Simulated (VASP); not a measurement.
# AlN (P6_3/mmc) in VASP: a series of runs, part 2 of 2

VASP 6.6.1.

### Step 4. Single point, PBE

Input file INCAR:

```
SYSTEM = AlN
ALGO     = Normal         ! electronic algorithm
EDIFF    = 1E-7           ! SCF threshold, eV
ENCUT    = 520            ! plane-wave cutoff, eV
GGA      = PE             ! functional
ISIF     = 2              ! what is computed and relaxed
ISMEAR   = 0              ! smearing method
LASPH    = .TRUE.         ! aspherical terms in the spheres
LCHARG   = .TRUE.         ! write CHGCAR
LELF     = .TRUE.         ! ELF
LREAL    = .FALSE.        ! projectors in reciprocal space
LVHAR    = .TRUE.       
LWAVE    = .FALSE.        ! write WAVECAR
NBANDS   = 16             ! bands
NELM     = 80             ! most SCF steps
PREC     = Accurate       ! precision mode
SIGMA    = 0.02           ! smearing width, eV
```

Input file KPOINTS:

```
k-points
0
G
  12 12 6
  0 0 0
```

Input file POSCAR:

```
AlN
1.0
    2.8555865854      0.0000000000      0.0000000000
   -1.4277932927      2.4730105257      0.0000000000
    0.0000000000      0.0000000000      4.8832430316
Al N
2 2
Direct
    0.0000000000      0.0000000000      0.0000000000
    0.0000000000      0.0000000000      0.5000000000
    0.3333333333      0.6666666667      0.2500000000
    0.6666666667      0.3333333333      0.7500000000
```

Potentials or basis: VASP PAW PBE potentials, release 64 (Al, N).

On the command line:

```console
$ cat potpaw_PBE.64/Al/POTCAR potpaw_PBE.64/N/POTCAR > POTCAR
$ mpirun -np 1 vasp_std > vasp.out
```

OUTCAR:

```text
SYSTEM = AlN
   EDIFF = 1E-7
   ENCUT = 520
   GGA = PE
   ISIF = 2
   ISMEAR = 0
   LASPH = .TRUE.
   LREAL = .FALSE.
   NELM = 80
   PREC = Accurate

 ion  position               nearest neighbor table
   1  0.000  0.000  0.000-   3 2.05   4 2.05   4 2.05   3 2.05   4 2.05   3 2.05   2 2.44   2 2.44

   2  0.000  0.000  0.500-   3 2.05   4 2.05   4 2.05   3 2.05   4 2.05   3 2.05   1 2.44   1 2.44

   3  0.333  0.667  0.250-   1 2.05   2 2.05   1 2.05   2 2.05   1 2.05   2 2.05
   4  0.667  0.333  0.750-   1 2.05   2 2.05   1 2.05   2 2.05   1 2.05   2 2.05

  LATTYP: Found a hexagonal cell.
 ALAT       =     2.8555865854
 C/A-ratio  =     1.7100665259

  Lattice vectors:

 A1 = (   2.8555865854,   0.0000000000,   0.0000000000)
 A2 = (  -1.4277932927,   2.4730105257,   0.0000000000)
 A3 = (   0.0000000000,   0.0000000000,   4.8832430316)

Analysis of symmetry for initial positions (statically):
=====================================================================
 Subroutine PRICEL returns:
 Original cell was already a primitive cell.

 Routine SETGRP: Setting up the symmetry group for a
 hexagonal supercell.

 Subroutine GETGRP returns: Found 24 space group operations
 (whereof 12 operations were pure point group operations)
 out of a pool of 24 trial point group operations.

The static configuration has the point symmetry D_3d.
 The point group associated with its full space group is D_6h.

Analysis of symmetry for dynamics (positions and initial velocities):
=====================================================================
 Subroutine PRICEL returns:
 Original cell was already a primitive cell.

 Routine SETGRP: Setting up the symmetry group for a
 hexagonal supercell.

 Subroutine GETGRP returns: Found 24 space group operations
 (whereof 12 operations were pure point group operations)
[... 121 lines left out ...]
   EFERMI =   0.00;   METHOD = LEGACY
   ISMEAR =     0;   SIGMA  =   0.02  broadening in eV -4-tet -1-fermi 0-gaus
   EFERMI_NEDOS =   21; number of points for ismear=-14 and -15
   IALGO  =     38    algorithm
   IMIX   =      4    mixing-type and parameters
     AMIX     =   0.40;   BMIX     =  1.00
     AMIX_MAG =   1.60;   BMIX_MAG =  1.00
  volume/ion in A,a.u.               =       8.62        58.18
  Fermi-wavevector in a.u.,A,eV,Ry     =   1.267374  2.394990 21.854195  1.606238
  Thomas-Fermi vector in A             =   2.400526
   LORBIT       =      0    0 simple, 1 ext, 2 COOP (PROOUT), +10 PAW based schemes
   GGA     = PE    functional components
   LHFCALC =     F    Hartree Fock is set to
   AEXX    =    0.0000 exact exchange contribution
   IVDW    =     0    specifies the selected vdW correction
   LEPSILON=     F    determine dielectric tensor
   LRPA    =     F    only Hartree local field effects (RPA)
 non-spin polarized calculation
 Gauss-broadening in eV      SIGMA  =   0.02
  energy-cutoff  :      520.00
  volume of cell :       34.48
 maximum number of plane-waves:       944
 NGX is ok and might be reduce to    24
   NGX = 11   NGY = 11   NGZ = 19

 number of electron      16.0000000 magnetization

 Free energy of the ion-electron system (eV)
  ---------------------------------------------------
  ext. energy  EPLUGINS =         0.00000000
  ---------------------------------------------------
  free energy    TOTEN  =       -28.45720697 eV

  energy without entropy =      -28.45720697  energy(sigma->0) =      -28.45720697

 E-fermi :   9.6161     XC(G=0): -12.0628

 val. band max:        9.4881148861   @ k =   0.0000   0.0000   0.0000
 cond. band min:      14.2166429569   @ k =   0.5000   0.0000   0.3333
 fundamental gap:      4.7285280708
 Fermi energy:         9.6161444815

 k-point     1 :       0.0000    0.0000    0.0000
  band No.  band energies     occupation
      1      -7.8072      2.00000
      2      -4.9737      2.00000
      3       1.0416      2.00000
      4       8.6741      2.00000
      5       8.6741      2.00000
      6       8.9347      2.00000
[... 433 lines left out ...]
      3       2.8543      2.00000
      4       4.0275      2.00000
      5       4.6238      2.00000
      6       7.4006      2.00000
[... 8 lines left out ...]
     15      21.4459      0.00000
     16      24.7304      0.00000

 [... further k-points ...]
[... 5 lines left out ...]
  --------------------------------------------------------------------------------------
  -------------------------------------------------------------------------------------
  Total       -0.0445378     -0.0445378     -0.0865939      0.0000000     -0.0000000      0.0000000
  in kB       -2.0692324     -2.0692324     -4.0231691      0.0000000     -0.0000000      0.0000000
  external PRESSURE =      -2.7205446 kB  Pullay stress =       0.0000000 kB

 VOLUME and BASIS-vectors are now :
 -----------------------------------------------------------------------------
  energy-cutoff  :      520.00
  volume of cell :       34.48
      direct lattice vectors                 reciprocal lattice vectors
     2.855586585  0.000000000  0.000000000     0.350190747  0.202182722  0.000000000
    -1.427793293  2.473010526  0.000000000     0.000000000  0.404365444  0.000000000
     0.000000000  0.000000000  4.883243032     0.000000000  0.000000000  0.204781944

 POSITION                                       TOTAL-FORCE (eV/Angst)
 -----------------------------------------------------------------------------------
      0.00000      0.00000      0.00000        -0.000000      0.000000      0.000000
      0.00000      0.00000      2.44162        -0.000000      0.000000      0.000000
     -0.00000      1.64867      1.22081         0.000000     -0.000000      0.000000
      1.42779      0.82434      3.66243        -0.000000      0.000000     -0.000000
 -----------------------------------------------------------------------------------
    total drift:                               -0.000000      0.000000     -0.000000

  FREE ENERGIE OF THE ION-ELECTRON SYSTEM (eV)
  ---------------------------------------------------
  free  energy   TOTEN  =       -28.4572069661 eV

  energy  without entropy=      -28.4572069661  energy(sigma->0) =      -28.45720697
```

OSZICAR:

```text
N       E                     dE             d eps       ncg     rms          rms(c)
DAV:   1     0.380497391886E+02    0.38050E+02   -0.72161E+03  2472   0.888E+02
DAV:   2    -0.288723480474E+02   -0.66922E+02   -0.60832E+02  3496   0.190E+02
DAV:   3    -0.316574753105E+02   -0.27851E+01   -0.27772E+01  2960   0.387E+01
DAV:   4    -0.316718745468E+02   -0.14399E-01   -0.14398E-01  3080   0.309E+00
DAV:   5    -0.316720386202E+02   -0.16407E-03   -0.16407E-03  2984   0.335E-01    0.103E+01
DAV:   6    -0.284697453005E+02    0.32023E+01   -0.62669E+00  3064   0.193E+01    0.358E+00
DAV:   7    -0.284713375271E+02   -0.15922E-02   -0.49482E-01  2720   0.522E+00    0.258E+00
DAV:   8    -0.284610122884E+02    0.10325E-01   -0.46042E-02  2712   0.189E+00    0.619E-01
DAV:   9    -0.284570426356E+02    0.39697E-02   -0.71703E-03  3144   0.714E-01    0.224E-01
DAV:  10    -0.284572924190E+02   -0.24978E-03   -0.15445E-03  2992   0.269E-01    0.132E-01
DAV:  11    -0.284572073994E+02    0.85020E-04   -0.18045E-04  3000   0.105E-01    0.240E-02
DAV:  12    -0.284572072798E+02    0.11967E-06   -0.90801E-06  2944   0.246E-02    0.364E-03
DAV:  13    -0.284572069919E+02    0.28789E-06   -0.65410E-07  3200   0.635E-03    0.311E-03
DAV:  14    -0.284572069661E+02    0.25795E-07   -0.61157E-08  1584   0.227E-03
   1 F= -.28457207E+02 E0= -.28457207E+02  d E =-.416848E-22
```

Run time: 25 s. Hardware: 1 thread of Intel Xeon 6975P-C, shared host; peak memory 0.17 GiB.

What came out:

```
Free energy            : -28.4572 eV
Pressure               : -0.3 GPa
Band gap on the k mesh : 4.73 eV, indirect (least direct gap 4.83 eV)
```

A k mesh can miss the band edges. As with any semilocal functional, this PBE gap is likely too small.

### Step 5. Relaxation of cell and atoms, PBE

This run uses another cell than the first one, of 10.49 Å³/atom, 1.216 times its volume.

Input file INCAR:

```
SYSTEM = AlN
PREC = Accurate ; ENCUT = 600
EDIFF = 1E-6 ; ISMEAR = 0
SIGMA = 0.1 ; LREAL = .FALSE.
LASPH = .TRUE. ; NELM = 100
ALGO = Normal ; ISIF = 3
LWAVE = .FALSE. ; LCHARG = .FALSE.
GGA = PE ; IBRION = 2
NSW = 90 ; EDIFFG = -0.04
```

Input file KPOINTS:

```
regular mesh
0
G
  6 6 4
  0 0 0
```

Input file POSCAR:

```
AlN
1.0
    2.9084441300      0.0000000000      0.0000000000
   -1.4542220700      2.5187865000      0.0000000000
    0.0000000000      0.0000000000      5.7251139300
Al N
2 2
Direct
    0.0000000000      0.0000000000      0.0000000000
    0.0000000000      0.0000000000      0.5000000000
    0.3333333300      0.6666666700      0.2500000000
    0.6666666700      0.3333333300      0.7500000000
```

On the command line:

```console
$ cat potpaw_PBE.64/Al/POTCAR potpaw_PBE.64/N/POTCAR > POTCAR
$ mpirun -np 1 vasp_std > vasp.out
```

Wall time 52 s (1 thread of Intel Xeon 6975P-C, shared host); peak memory 0.17 GiB.

It converged, with:

* Free energy: -28.4669 eV
* Relaxed volume: 8.61 Å³/atom
* Relaxed cell: a = 2.854 Å, b = 2.854 Å, c = 4.880 Å, α = 90.00°, β = 90.00°, γ = 120.00°
* Space group after relaxing (to 0.05 Å): P6_3/mmc (No. 194)
* Energy gained by relaxing: 512.9 meV/atom
* Ionic steps: 9
* Pressure after relaxing: 0.0 GPa
* Band gap on the k mesh: 4.83 eV, indirect (least direct gap 4.85 eV)

Step by step:
```tsv
step	energy change (eV)	largest force (eV/Å)	pressure (GPa)	volume (Å³)
1	0.0000	0.0000	-30.87	41.94
2	1.0466	0.0000	62.43	29.77
3	-1.9803	0.0000	-11.55	36.30
4	-2.0081	0.0000	-8.29	35.77
5	-2.0095	0.0000	-7.28	35.62
6	-2.0337	0.0000	6.27	33.57
7	-2.0511	0.0000	0.58	34.35
8	-2.0513	0.0000	-0.51	34.49
9	-2.0517	0.0000	-0.01	34.43
```

Final structure:
```xyz
4
Lattice="2.8542 0.0000 0.0000 -1.4271 2.4718 0.0000 0.0000 0.0000 4.8797" Properties=species:S:1:pos:R:3 pbc="T T T"
Al    0.0000    0.0000    0.0000
Al    0.0000    0.0000    2.4399
N     0.0000    1.6478    1.2199
N     1.4271    0.8239    3.6598
```

Levels at points of the mesh, in eV from the valence-band top:
```csv
k point,band 5,band 6,band 7,band 8,band 9,band 10,band 11,band 12
"(0.00, 0.00, 0.00)",-0.82,-0.55,0.00,0.00,4.85,6.21,8.94,12.14
"(0.50, 0.00, 0.00)",-4.95,-3.01,-2.51,-1.06,5.33,6.18,6.48,11.48
"(0.00, 0.00, 0.50)",-0.42,-0.42,-0.42,-0.42,6.41,6.41,10.22,10.22
"(0.50, 0.00, 0.50)",-2.63,-2.63,-1.86,-1.86,5.47,5.47,7.09,7.09
```

Caveat: the volume moved by over 15 % at a fixed basis, so the end points are rough.

### Step 6. Relaxation of cell and atoms, PBE

Input file INCAR:

```
PREC = Accurate ; ENCUT = 600
EDIFF = 1E-6 ; ISMEAR = 0
SIGMA = 0.02 ; LREAL = F
LASPH = T ; NELM = 80
ALGO = Normal ; ISIF = 3
LWAVE = F ; LCHARG = F
GGA = PE ; IBRION = 2
NSW = 100 ; EDIFFG = -0.01
```

Input file KPOINTS:

```
regular mesh
0
Gamma
  12 12 6
```

Input file POSCAR:

```
AlN
1.0
    2.8557847087      0.0000000000      0.0000000000
   -1.4278923543      2.4731821054      0.0000000000
    0.0000000000      0.0000000000      4.8826748182
Al N
2 2
Direct
    0.0000000000      0.0000000000      0.0000000000
    0.0000000000      0.0000000000      0.5000000000
    0.3333333333      0.6666666667      0.2500000000
    0.6666666667      0.3333333333      0.7500000000
```

Potentials or basis: VASP PAW PBE potentials, release 64 (Al, N).

On the command line:

```console
$ cat potpaw_PBE.64/Al/POTCAR potpaw_PBE.64/N/POTCAR > POTCAR
$ mpirun -np 1 vasp_std > vasp.out
```

OUTCAR:

```text
PREC = Accurate
   ENCUT = 600
   EDIFF = 1E-6
   ISMEAR = 0
   LREAL = F
   LASPH = T
   NELM = 80
   ISIF = 3
   GGA = PE
   IBRION = 2
   NSW = 100
   EDIFFG = -0.01

 ion  position               nearest neighbor table
   1  0.000  0.000  0.000-   3 2.05   4 2.05   3 2.05   4 2.05   4 2.05   3 2.05   2 2.44   2 2.44

   2  0.000  0.000  0.500-   3 2.05   4 2.05   3 2.05   4 2.05   4 2.05   3 2.05   1 2.44   1 2.44

   3  0.333  0.667  0.250-   1 2.05   2 2.05   1 2.05   2 2.05   1 2.05   2 2.05
   4  0.667  0.333  0.750-   1 2.05   2 2.05   1 2.05   2 2.05   1 2.05   2 2.05

  LATTYP: Found a hexagonal cell.
 ALAT       =     2.8557847087
 C/A-ratio  =     1.7097489189

  Lattice vectors:

 A1 = (   2.8557847087,   0.0000000000,   0.0000000000)
 A2 = (  -1.4278923543,   2.4731821054,   0.0000000000)
 A3 = (   0.0000000000,   0.0000000000,   4.8826748182)

Analysis of symmetry for initial positions (statically):
=====================================================================
 Subroutine PRICEL returns:
 Original cell was already a primitive cell.

 Routine SETGRP: Setting up the symmetry group for a
 hexagonal supercell.

 Subroutine GETGRP returns: Found 24 space group operations
 (whereof 12 operations were pure point group operations)
 out of a pool of 24 trial point group operations.

The static configuration has the point symmetry D_3d.
[... 179 lines left out ...]
  external PRESSURE =      -4.7080112 kB  Pullay stress =       0.0000000 kB
[... 63 lines left out ...]
--------------------------------------- Ionic step        3  -------------------------------------------

 number of electron      15.9999997 magnetization

 Free energy of the ion-electron system (eV)
  ---------------------------------------------------
  ext. energy  EPLUGINS =         0.00000000
  ---------------------------------------------------
  free energy    TOTEN  =       -28.46082595 eV

  energy without entropy =      -28.46082595  energy(sigma->0) =      -28.46082595

 E-fermi :   9.6360     XC(G=0): -12.0710

 val. band max:        9.5090408549   @ k =   0.0000   0.0000   0.0000
 cond. band min:      14.2534206106   @ k =   0.5000  -0.0000   0.3333
 fundamental gap:      4.7443797558
 Fermi energy:         9.6360488959

 k-point     1 :       0.0000    0.0000    0.0000
  band No.  band energies     occupation
      1      -7.8013      2.00000
      2      -4.9608      2.00000
      3       1.0538      2.00000
      4       8.6917      2.00000
      5       8.6917      2.00000
      6       8.9587      2.00000
      7       9.5090      2.00000
      8       9.5090      2.00000
      9      14.3629      0.00000
     10      15.7186      0.00000
     11      18.4498      0.00000
     12      21.6474      0.00000
[... 331 lines left out ...]
 k-point    24 :       0.3333   -0.0000    0.1667
  band No.  band energies     occupation
      1      -5.8418      2.00000
      2      -4.1288      2.00000
      3       2.8670      2.00000
      4       4.0430      2.00000
      5       4.6386      2.00000
      6       7.4170      2.00000
      7       7.8041      2.00000
      8       8.6046      2.00000
      9      15.4041      0.00000
     10      15.7755      0.00000
     11      17.6835      0.00000
     12      18.6351      0.00000

 [... further k-points ...]
[... 5 lines left out ...]
  --------------------------------------------------------------------------------------
  -------------------------------------------------------------------------------------
  Total       -0.0052036     -0.0052036      0.0110926     -0.0000000      0.0000000      0.0000000
  in kB       -0.2421851     -0.2421851      0.5162751     -0.0000000      0.0000000      0.0000000
  external PRESSURE =       0.0106349 kB  Pullay stress =       0.0000000 kB
[... 19 lines left out ...]
  FREE ENERGIE OF THE ION-ELECTRON SYSTEM (eV)
  ---------------------------------------------------
  free  energy   TOTEN  =       -28.4608259530 eV

  energy  without entropy=      -28.4608259530  energy(sigma->0) =      -28.46082595

 reached required accuracy - stopping structural energy minimisation
```

Run time: 40 s. Hardware: 1 thread of Intel Xeon 6975P-C, shared host; peak memory 0.18 GiB.

What came out:

* Free energy: -28.4608 eV
* Relaxed volume: 8.61 Å³/atom
* Relaxed cell: a = 2.854 Å, b = 2.854 Å, c = 4.880 Å, α = 90.00°, β = 90.00°, γ = 120.00°
* Space group after relaxing (to 0.05 Å): P6_3/mmc (No. 194)
* Energy gained by relaxing: 0.0 meV/atom
* Ionic steps: 3
* Pressure after relaxing: 0.0 GPa
* Band gap on the k mesh: 4.74 eV, indirect (least direct gap 4.85 eV)

Final structure:
```
Al N
1.0
     2.85416    0.00000    0.00000
    -1.42708    2.47177    0.00000
     0.00000    0.00000    4.87954
Al N
2 2
Cartesian
  0.0000 0.0000 0.0000
  0.0000 0.0000 2.4398
  0.0000 1.6478 1.2199
  1.4271 0.8239 3.6597
```

### Step 7. Overview

| task | cell | k mesh | cutoff (eV) | smearing | gap on the mesh (eV) | pressure (GPa) | relaxed volume (Å³/atom) |
| --- | --- | --- | --- | --- | --- | --- | --- |
| single point | a = 2.856, b = 2.856, c = 4.883 Å, angles 90.0, 90.0, 120.0°, 4 atoms | 6 × 6 × 4 | 520 | gaussian 0.1 eV | 4.81 | -0.3 | - |
| single point | a = 2.908, b = 2.908, c = 5.725 Å, angles 90.0, 90.0, 120.0°, 4 atoms | 6 × 6 × 4 | 520 | gaussian 0.1 eV | 0.41 | -30.8 | - |
| single point | a = 2.856, b = 2.856, c = 4.883 Å, angles 90.0, 90.0, 120.0°, 4 atoms | 12 × 12 × 6 | 520 | gaussian 0.02 eV | 4.73 | -0.3 | - |
| relaxation of cell and atoms | relaxed from a = 2.908, b = 2.908, c = 5.725 Å, angles 90.0, 90.0, 120.0°, 4 atoms | 6 × 6 × 4 | 600 | gaussian 0.1 eV | 4.83 | 0.0 | 8.61 |
| relaxation of cell and atoms | relaxed from a = 2.856, b = 2.856, c = 4.883 Å, angles 90.0, 90.0, 120.0°, 4 atoms | 12 × 12 × 6 | 600 | gaussian 0.02 eV | 4.74 | 0.0 | 8.61 |

Alike in all rows: level PBE; potentials or basis VASP PAW PBE potentials, release 64 (Al, N); no spin polarisation.

Caveats: some runs use coarse meshes; the volume moved by over 15 % at a fixed basis, so the end points are rough (some runs).

Total energies depend on the potentials used, so only differences within one code and one set of settings carry meaning.
